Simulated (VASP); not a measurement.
Crystal: Li.

```
Li
1.0
     3.15194    0.00000    0.00000
    -1.57597    2.72966    0.00000
     0.00000    0.00000    5.16002
Li
2
Direct
  0.33333 0.66667 0.25000
  0.66667 0.33333 0.75000
```

This isn't the form of Li at room conditions, which is bcc.

| Property | Result |
| --- | --- |
| Program | VASP 6.6.1 |
| Task | relaxation of cell and atoms |
| Functional | RPBE |
| Potentials or basis | VASP PAW PBE potentials, release 64 (Li_sv) |
| Cutoff | 600 eV |
| k mesh | 12 × 12 × 7 |
| Occupations | fermi-dirac, width 0.05 eV |
| Spin | no spin polarisation |

At the start: pressure -0.8 GPa; volume 22.20 Å³/atom.

Problem. Where does the relaxation end?

Solution. Over 7 steps the energy falls by 4.3 meV/atom and the volume is 20.70 Å³/atom (-6.7 %); space group P6_3/mmc (No. 194, to 0.1 Å) before and after.

Step by step:
```
step  energy change (eV)  largest force (eV/Å)  pressure (GPa)  volume (Å³)
   1              0.0000                0.0000           -0.81        44.40
   2             -0.0034                0.0000           -0.64        43.68
   3             -0.0084                0.0000           -0.06        41.57
   4             -0.0085                0.0000            0.02        41.30
   5             -0.0085                0.0000            0.00        41.36
   6             -0.0085                0.0000            0.00        41.37
   7             -0.0086                0.0000           -0.01        41.40
```

Final structure:
```
Li
1.0
     3.09672    0.00000    0.00000
    -1.54836    2.68184    0.00000
     0.00000    0.00000    4.98548
Li
2
Direct
  0.33333 0.66667 0.25000
  0.66667 0.33333 0.75000
```

Caveat: the cutoff is under 1.25 times the usual one of these potentials, so pressure, stress and relaxed cells hold a basis-set (Pulay) error; the PAW data sets were made with another functional, which shifts forces and pressure a little.
